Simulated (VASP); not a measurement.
# TaN (Fm-3m) in VASP: a series of runs

TaN is run at these levels: r2SCAN; tasks: single point.

Program: VASP 6.6.1. These are calculated values, not measurements. Logs are shortened: lines on timing, memory, paths and dates and some standing lists are left out, and cuts for length are marked.

## (1) The cell of the first run

It takes space group Fm-3m (No. 225, cubic). Conventional cell: a = 4.352 Å, b = 4.352 Å, c = 4.352 Å, α = 90.00°, β = 90.00°, γ = 90.00°. Within 2.9 Å of Ta (site symmetry m-3m) lie 6 N at 2.18 Å. N (site symmetry m-3m) has 6 Ta at 2.18 Å within 2.9 Å.

## (2) Single point, r2SCAN (volume scaled by 0.97)

Contents of POSCAR:

```
TaN
1.0
    0.0000000000      2.1760600867      2.1760600867
    2.1760600867      0.0000000000      2.1760600867
    2.1760600867      2.1760600867      0.0000000000
Ta N
1 1
Direct
    0.5000000000      0.5000000000      0.5000000000
    0.0000000000      0.0000000000      0.0000000000
```

Contents of INCAR.step1:

```
PREC     = Accurate       # precision mode
ENCUT    = 520            # plane-wave cutoff, eV
ISMEAR   = 0              # smearing method
SIGMA    = 0.1            # smearing width, eV
LREAL    = False          # projectors in reciprocal space
LASPH    = True           # aspherical terms in the spheres
NELM     = 100            # most SCF steps
NBANDS   = 15             # bands
GGA      = PE             # functional
ALGO     = Normal         # electronic algorithm
EDIFF    = 1E-4           # SCF threshold, eV
LWAVE    = True           # write WAVECAR
LCHARG   = False          # write CHGCAR
```

Contents of INCAR.step2:

```
PREC     = Accurate       # precision mode
ENCUT    = 520            # plane-wave cutoff, eV
EDIFF    = 1E-6           # SCF threshold, eV
ISMEAR   = 0              # smearing method
SIGMA    = 0.1            # smearing width, eV
LREAL    = False          # projectors in reciprocal space
LASPH    = True           # aspherical terms in the spheres
NELM     = 100            # most SCF steps
ALGO     = Normal         # electronic algorithm
ISIF     = 2              # what is computed and relaxed
LWAVE    = False          # write WAVECAR
LCHARG   = True           # write CHGCAR
METAGGA  = R2SCAN         # meta-GGA
LMIXTAU  = True         
LELF     = True           # ELF
LVHAR    = True         
NBANDS   = 15             # bands
ISTART   = 1
```

Contents of KPOINTS:

```
Automatic mesh
0
Gamma
  16 16 16
```

Potentials or basis: VASP PAW PBE potentials, release 64 (Ta_pv, N).

Command:

```console
cat potpaw_PBE.64/Ta_pv/POTCAR potpaw_PBE.64/N/POTCAR > POTCAR
cp INCAR.step1 INCAR
mpirun -np 1 vasp_std > vasp.out
cp INCAR.step2 INCAR
mpirun -np 1 vasp_std > vasp.out
```

OUTCAR:

```text
PREC = Accurate
   ENCUT = 520
   EDIFF = 1E-6
   ISMEAR = 0
   LREAL = False
   LASPH = True
   NELM = 100
   ISIF = 2
   METAGGA = R2SCAN
   ISTART = 1

 ion  position               nearest neighbor table
   1  0.500  0.500  0.500-   2 2.18   2 2.18   2 2.18   2 2.18   2 2.18   2 2.18
   2  0.000  0.000  0.000-   1 2.18   1 2.18   1 2.18   1 2.18   1 2.18   1 2.18

  LATTYP: Found a face centered cubic cell.
 ALAT       =     4.3521201734

  Lattice vectors:

 A1 = (   0.0000000000,   2.1760600867,   2.1760600867)
 A2 = (   2.1760600867,   0.0000000000,   2.1760600867)
 A3 = (   2.1760600867,   2.1760600867,   0.0000000000)

Analysis of symmetry for initial positions (statically):
=====================================================================
 Subroutine PRICEL returns:
 Original cell was already a primitive cell.

 Routine SETGRP: Setting up the symmetry group for a
 face centered cubic supercell.

 Subroutine GETGRP returns: Found 48 space group operations
 (whereof 48 operations were pure point group operations)
 out of a pool of 48 trial point group operations.

The static configuration has the point symmetry O_h .

Analysis of symmetry for dynamics (positions and initial velocities):
=====================================================================
 Subroutine PRICEL returns:
 Original cell was already a primitive cell.

 Routine SETGRP: Setting up the symmetry group for a
 face centered cubic supercell.

 Subroutine GETGRP returns: Found 48 space group operations
 (whereof 48 operations were pure point group operations)
 out of a pool of 48 trial point group operations.

The dynamic configuration has the point symmetry O_h .

 Subroutine INISYM returns: Found 48 space group operations
 (whereof 48 operations are pure point group operations),
 and found     1 'primitive' translations

----------------------------------------------------------------------------------------

                                     Primitive cell

  volume of cell :      20.6083

  direct lattice vectors                    reciprocal lattice vectors
     0.000000000  2.176060087  2.176060087    -0.229773067  0.229773067  0.229773067
     2.176060087  0.000000000  2.176060087     0.229773067 -0.229773067  0.229773067
     2.176060087  2.176060087  0.000000000     0.229773067  0.229773067 -0.229773067

  length of vectors
     3.077413687  3.077413687  3.077413687     0.397978626  0.397978626  0.397978626

  position of ions in fractional coordinates (direct lattice)
     0.500000000  0.500000000  0.500000000
[... 83 lines left out ...]
   NFREE  =      0    steps in history (QN), initial steepest desc. (CG)
   ISIF   =      2    stress and relaxation
   ISYM   =      2    0-nonsym 1-usesym 2-fastsym
   POTIM  = 0.5000    time-step for ionic-motion
   TEBEG  =    0.0;   TEEND  =   0.0 temperature during run
   PSTRESS=    0.0 pullay stress
   NELECT =      16.0000    total number of electrons
   NUPDOWN=      -1.0000    fix difference up-down
   EMIN   =  10.00;   EMAX   =-10.00  energy-range for DOS
   EFERMI =   0.00;   METHOD = LEGACY
   ISMEAR =     0;   SIGMA  =   0.10  broadening in eV -4-tet -1-fermi 0-gaus
   EFERMI_NEDOS =   21; number of points for ismear=-14 and -15
   IALGO  =     38    algorithm
   IMIX   =      4    mixing-type and parameters
     AMIX     =   0.40;   BMIX     =  1.00
     AMIX_MAG =   1.60;   BMIX_MAG =  1.00
  volume/ion in A,a.u.               =      10.30        69.54
  Fermi-wavevector in a.u.,A,eV,Ry     =   1.504645  2.843366 30.802985  2.263956
  Thomas-Fermi vector in A             =   2.615597
   LORBIT       =      0    0 simple, 1 ext, 2 COOP (PROOUT), +10 PAW based schemes
   METAGGA = R2SCAN    functional components
   LHFCALC =     F    Hartree Fock is set to
   AEXX    =    0.0000 exact exchange contribution
   IVDW    =     0    specifies the selected vdW correction
   LEPSILON=     F    determine dielectric tensor
   LRPA    =     F    only Hartree local field effects (RPA)
 non-spin polarized calculation
 Gauss-broadening in eV      SIGMA  =   0.10
  energy-cutoff  :      520.00
  volume of cell :       20.61
 maximum number of plane-waves:       568
   NGX = 11   NGY = 11   NGZ = 11

 number of electron      15.9999999 magnetization

 Free energy of the ion-electron system (eV)
  ---------------------------------------------------
  ext. energy  EPLUGINS =         0.00000000
  ---------------------------------------------------
  free energy    TOTEN  =       -59.59355431 eV

  energy without entropy =      -59.58822233  energy(sigma->0) =      -59.59088832

 E-fermi :   9.9687     XC(G=0): -14.6567

 val. band max:        9.9665217051   @ k =  -0.3125   0.3125   0.1250
 cond. band min:       9.9846141593   @ k =  -0.3125   0.3125   0.0625
 fundamental gap:      0.0180924542
 Fermi energy:         9.9687490038

 k-point     1 :       0.0000    0.0000    0.0000
  band No.  band energies     occupation
      1     -27.1144      2.00000
      2     -27.1144      2.00000
      3     -27.1144      2.00000
      4     -10.3106      2.00000
      5       5.7293      2.00000
      6       5.7293      2.00000
      7       5.7293      2.00000
      8       7.7156      2.00000
      9       7.7156      2.00000
     10       7.7156      2.00000
     11      10.1071      0.05047
     12      10.1071      0.05047
     13      12.0343      0.00000
     14      19.6117      0.00000
[... 401 lines left out ...]
      2     -27.1396      2.00000
      3     -27.1163      2.00000
      4     -10.0430      2.00000
      5       4.4810      2.00000
      6       4.7992      2.00000
      7       5.1740      2.00000
      8       7.9018      2.00000
      9       8.1131      2.00000
     10       8.4665      2.00000
     11      10.5729      0.00000
     12      11.4617      0.00000
     13      12.8467      0.00000
     14      19.6116      0.00000
     15      20.7806      0.00000

 [... further k-points ...]
[... 5 lines left out ...]
  --------------------------------------------------------------------------------------
  -------------------------------------------------------------------------------------
  Total        1.7515267      1.7515267      1.7515267     -0.0000000     -0.0000000     -0.0000000
  in kB      136.1710199    136.1710199    136.1710199     -0.0000000     -0.0000000     -0.0000000
  external PRESSURE =     136.1710199 kB  Pullay stress =       0.0000000 kB

 VOLUME and BASIS-vectors are now :
 -----------------------------------------------------------------------------
  energy-cutoff  :      520.00
  volume of cell :       20.61
      direct lattice vectors                 reciprocal lattice vectors
     0.000000000  2.176060087  2.176060087    -0.229773067  0.229773067  0.229773067
     2.176060087  0.000000000  2.176060087     0.229773067 -0.229773067  0.229773067
     2.176060087  2.176060087  0.000000000     0.229773067  0.229773067 -0.229773067

 POSITION                                       TOTAL-FORCE (eV/Angst)
 -----------------------------------------------------------------------------------
      2.17606      2.17606      2.17606        -0.000000      0.000000     -0.000000
      0.00000      0.00000      0.00000         0.000000      0.000000      0.000000
 -----------------------------------------------------------------------------------
    total drift:                                0.000000     -0.000000     -0.000000

  FREE ENERGIE OF THE ION-ELECTRON SYSTEM (eV)
  ---------------------------------------------------
  free  energy   TOTEN  =       -59.5935543120 eV

  energy  without entropy=      -59.5882223303  energy(sigma->0) =      -59.59088832
```

OSZICAR.step1:

```text
N       E                     dE             d eps       ncg     rms          rms(c)
DAV:   1     0.903416151112E+02    0.90342E+02   -0.89140E+03  4374   0.114E+03
DAV:   2    -0.220206974279E+02   -0.11236E+03   -0.10571E+03  5435   0.303E+02
DAV:   3    -0.247968658754E+02   -0.27762E+01   -0.27606E+01  4868   0.446E+01
DAV:   4    -0.248074981487E+02   -0.10632E-01   -0.10630E-01  5631   0.293E+00
DAV:   5    -0.248075654451E+02   -0.67296E-04   -0.67296E-04  4966   0.209E-01    0.258E+01
DAV:   6    -0.218563386706E+02    0.29512E+01   -0.53877E+00  5262   0.266E+01    0.108E+01
DAV:   7    -0.218072332107E+02    0.49105E-01   -0.53319E-01  5022   0.599E+00    0.743E+00
DAV:   8    -0.217816736589E+02    0.25560E-01   -0.13223E-01  5029   0.309E+00    0.181E+00
DAV:   9    -0.217748713568E+02    0.68023E-02   -0.17991E-02  4938   0.111E+00    0.313E-01
DAV:  10    -0.217748411254E+02    0.30231E-04   -0.12721E-03  5071   0.380E-01    0.596E-02
DAV:  11    -0.217748017284E+02    0.39397E-04   -0.72885E-05  3092   0.104E-01
   1 F= -.21774802E+02 E0= -.21772042E+02  d E =-.552033E-02
```

Run time: 53 s. Hardware: 1 thread of Intel Xeon 6975P-C (Granite Rapids), shared host; peak memory 0.17 GiB.

What came out:

```
Free energy            : -59.5936 eV
Pressure               : 13.6 GPa
Band gap on the k mesh : zero (band 8 reaches 12.00 eV, above the bottom of band 9 at 7.72 eV)
```

Caveat: the cell differs from its parent crystal (volume scaled by 0.97); the PAW data sets were made with another functional, which shifts forces and pressure a little; spin-orbit coupling is left out, which moves the levels of the heavy elements.

## (3) Single point, r2SCAN

This run uses another cell than the first one, of 10.62 Å³/atom, 1.031 times its volume.

Contents of POSCAR:

```
TaN
1.0
    0.0000000000      2.1982663152      2.1982663152
    2.1982663152      0.0000000000      2.1982663152
    2.1982663152      2.1982663152      0.0000000000
Ta N
1 1
Direct
    0.5000000000      0.5000000000      0.5000000000
    0.0000000000      0.0000000000      0.0000000000
```

Contents of INCAR.step1:

```
SYSTEM = TaN
PREC = Accurate
ENCUT = 520
ISMEAR = 0
SIGMA = 0.1
LREAL = .FALSE.
LASPH = .TRUE.
NELM = 80
NBANDS = 15
GGA = PE
ALGO = Normal
EDIFF = 1E-4
LWAVE = .TRUE.
LCHARG = .FALSE.
```

Contents of INCAR.step2:

```
SYSTEM = TaN
PREC = Accurate
ENCUT = 520
EDIFF = 1E-6
ISMEAR = 0
SIGMA = 0.1
LREAL = .FALSE.
LASPH = .TRUE.
NELM = 80
ALGO = Normal
ISIF = 2
LWAVE = .FALSE.
LCHARG = .FALSE.
METAGGA = R2SCAN
LMIXTAU = .TRUE.
NBANDS = 15
ISTART = 1
```

Contents of KPOINTS:

```
regular mesh
0
G
  16 16 16
  0 0 0
```

Potentials or basis: VASP PAW PBE potentials, release 64 (Ta_pv, N).

Command:

```console
cat potpaw_PBE.64/Ta_pv/POTCAR potpaw_PBE.64/N/POTCAR > POTCAR
cp INCAR.step1 INCAR
mpirun -np 1 vasp_std > vasp.out
cp INCAR.step2 INCAR
mpirun -np 1 vasp_std > vasp.out
```

Run time: 57 s. Hardware: 1 thread of Intel Xeon 6975P-C (Granite Rapids), shared host; peak memory 0.17 GiB.

It converged, with:

- Free energy: -59.6245 eV
- Pressure: 1.9 GPa
- Band gap on the k mesh: zero (band 8 reaches 11.55 eV, above the bottom of band 9 at 7.45 eV)

Levels at points of the mesh, in eV from the Fermi level:
```csv
k point,band 5,band 6,band 7,band 8,band 9,band 10,band 11,band 12
"(0.00, 0.00, 0.00)",-4.15,-4.15,-4.15,-2.16,-2.16,-2.16,0.14,0.14
"(0.50, 0.00, 0.00)",-10.83,-8.00,-8.00,1.93,1.93,2.08,4.10,7.84
"(0.50, 0.50, 0.00)",-7.09,-5.62,-5.00,-5.00,2.22,3.56,3.56,4.73
```

Caveat: the PAW data sets were made with another functional, which shifts forces and pressure a little; spin-orbit coupling is left out, which moves the levels of the heavy elements.
